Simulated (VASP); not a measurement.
**CO2 (CO2-I): single point with r2SCAN**

Crystal: CO2 (CO2-I).

```
C O
1.0
     4.65439    0.00000    0.00000
     0.00000    4.65439    0.00000
     0.00000    0.00000    4.65439
C O
4 8
Direct
  0.00000 0.00000 0.00000
  0.50000 0.00000 0.50000
  0.50000 0.50000 0.00000
  0.00000 0.50000 0.50000
  0.14230 0.14230 0.14230
  0.85770 0.85770 0.85770
  0.35770 0.85770 0.64230
  0.64230 0.14230 0.35770
  0.64230 0.35770 0.85770
  0.35770 0.64230 0.14230
  0.85770 0.64230 0.35770
  0.14230 0.35770 0.64230
```

```json
{
  "Program": "VASP 6.6.1",
  "Task": "single point",
  "Functional": "r2SCAN",
  "Potentials or basis": "VASP PAW PBE potentials, release 64 (C, O)",
  "Cutoff": "520 eV",
  "k mesh": "4 × 4 × 4",
  "Occupations": "gaussian, width 0.01 eV",
  "Spin": "no spin polarisation",
  "Dipole correction": "no",
  "Further INCAR settings": "ALGO = Normal; EDIFF = 1e-07; NBANDS = 44"
}
```

- Pressure: 33.5 GPa
- Largest force: 0.867 eV/Å
- Band gap on the k mesh: 7.63 eV, indirect (least direct gap 7.80 eV)

Forces on the atoms (eV/Å):
```
C    0.000  0.000  0.000
C    0.000  0.000  0.000
C    0.000  0.000  0.000
C    0.000  0.000  0.000
O    0.500  0.500  0.500
O   -0.500 -0.500 -0.500
O   -0.500 -0.500  0.500
O    0.500  0.500 -0.500
O    0.500 -0.500 -0.500
O   -0.500  0.500  0.500
O   -0.500  0.500 -0.500
O    0.500 -0.500  0.500
```

Levels at points of the mesh, in eV from the valence-band top:
```tsv
k point	band 30	band 31	band 32	band 33	band 34	band 35
(0.00, 0.00, 0.00)	-0.68	0.00	0.00	7.92	7.92	7.92
(0.50, 0.00, 0.00)	-0.93	-0.14	-0.14	7.88	7.88	8.47
(0.50, 0.50, 0.00)	-0.76	-0.76	-0.76	7.88	7.88	7.88
(0.50, 0.50, 0.50)	-1.00	-1.00	-1.00	7.71	7.71	7.71
```

Run time: 76 s on 1 thread of Intel(R) Xeon(R) 6975P-C (Granite Rapids) (shared host), peak memory 0.21 GiB.

Caveat: the PAW data sets were made with another functional, which shifts forces and pressure a little. A k mesh can miss the band edges.
